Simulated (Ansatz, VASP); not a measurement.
**One calculation of Sn2GeP2, two programs**

```
CELL_PARAMETERS angstrom
-2.76971 2.76971 3.74800
2.76971 -2.76971 3.74800
2.76971 2.76971 -3.74800
ATOMIC_POSITIONS crystal
Sn 0.50000 0.00000 0.50000
Sn 0.00000 0.50000 0.50000
Ge 0.50000 0.50000 0.00000
P 0.84900 0.84900 0.00000
P 0.15100 0.15100 0.00000
```

Alike in both runs: functional PBE; k mesh 10 × 10 × 10; occupations gaussian, width 0.1 eV; no spin polarisation.

Ansatz relaxed the structure, and its values are those at the end. VASP's run is a single point on that final structure, the one shown.

```csv
,VASP,Ansatz
version,VASP 6.6.1,Ansatz 0.2.0
potentials or method,"VASP PAW PBE potentials, release 64 (Sn_d, Ge_d, P), cutoff 520 eV","scalar-relativistic, plane waves, PAW"
valence electrons in the cell,52,52
```

VASP gave:

```
gap on the k mesh at the Fermi level (eV) : none
pressure (GPa)                            : -0.1
rms of the force components (eV/Å)        : 0.014
```

Question: Which values does Ansatz return?

Answer: gap on the k mesh at the Fermi level (eV): none; pressure (GPa): 0.0; rms of the force components (eV/Å): 0.002.

A gap of «none» marks a metal or a gap that the smearing closes.
